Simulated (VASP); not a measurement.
Crystal: Ag2I3.

```
Ag I
1.0
     4.94475    0.00000    0.00000
    -2.47238    4.28228    0.00000
     0.00000    0.00000    7.69323
Ag I
2 3
Cartesian
  0.0000 2.8549 1.8848
  2.4724 1.4274 5.8084
  0.0000 0.0000 0.0000
  0.0000 2.8549 4.9621
  2.4724 1.4274 2.7311
```

* Program: VASP 6.6.1
* Task: relaxation of cell and atoms
* Functional: PBE
* Potentials or basis: VASP PAW PBE potentials, release 64 (Ag, I)
* Cutoff: 600 eV
* k mesh: 6 × 6 × 2
* Occupations: gaussian, width 0.1 eV
* Spin: no spin polarisation

At the start: pressure 0.6 GPa; volume 32.58 Å³/atom.

Task: How do energy, volume and symmetry change on relaxing?

Result: Over 25 steps the energy falls by 185.7 meV/atom and the volume is 32.62 Å³/atom (+0.1 %); space group P-3m1 (No. 164, to 0.05 Å).

Step by step:
```csv
step,energy change (eV),largest force (eV/Å),pressure (GPa),volume (Å³)
1,0.0000,0.6171,0.61,162.90
2,-0.0739,0.4771,0.02,165.80
3,-0.2110,0.1778,-1.09,174.34
4,-0.2946,0.2276,-1.67,190.81
5,-0.3626,0.2956,-1.13,188.54
6,-0.4070,0.3975,-0.22,185.37
7,-0.4085,0.4249,0.04,184.57
8,-0.4301,0.4327,0.01,184.49
9,-0.4938,0.4457,-0.09,184.21
10,-0.6084,0.4335,-0.39,183.49
11,-0.7419,0.2761,-1.27,181.36
12,-0.7781,0.2967,-1.00,177.59
13,-0.8445,0.3235,0.03,166.57
14,-0.8481,0.3114,0.61,161.93
15,-0.8742,0.1692,0.51,160.23
16,-0.8820,0.1183,0.49,158.49
17,-0.8996,0.1540,0.00,161.14
18,-0.9076,0.2071,-0.72,165.63
19,-0.9180,0.1518,-0.56,165.31
20,-0.9253,0.0601,-0.30,164.75
21,-0.9254,0.0496,-0.27,164.69
22,-0.9271,0.0448,-0.06,163.53
23,-0.9273,0.0493,0.04,163.01
24,-0.9276,0.0438,0.03,163.02
25,-0.9283,0.0284,0.01,163.08
```

Final structure:
```
Ag I
1.0
     4.29770    0.00000    0.00000
    -2.14885    3.72191    0.00000
     0.00000    0.00000   10.19531
Ag I
2 3
Direct
  0.33333 0.66667 0.18730
  0.66667 0.33333 0.81270
  0.00000 0.00000 0.00000
  0.33333 0.66667 0.66645
  0.66667 0.33333 0.33355
```

Caveat: the k points lie up to 0.31 Å⁻¹ apart in the final cell; this functional lacks dispersion, which binds the layers, so the pressure and a relaxed spacing across them are unreliable; an odd number of electrons without spin polarisation forces a metal; a magnetic or distorted state may lie lower.
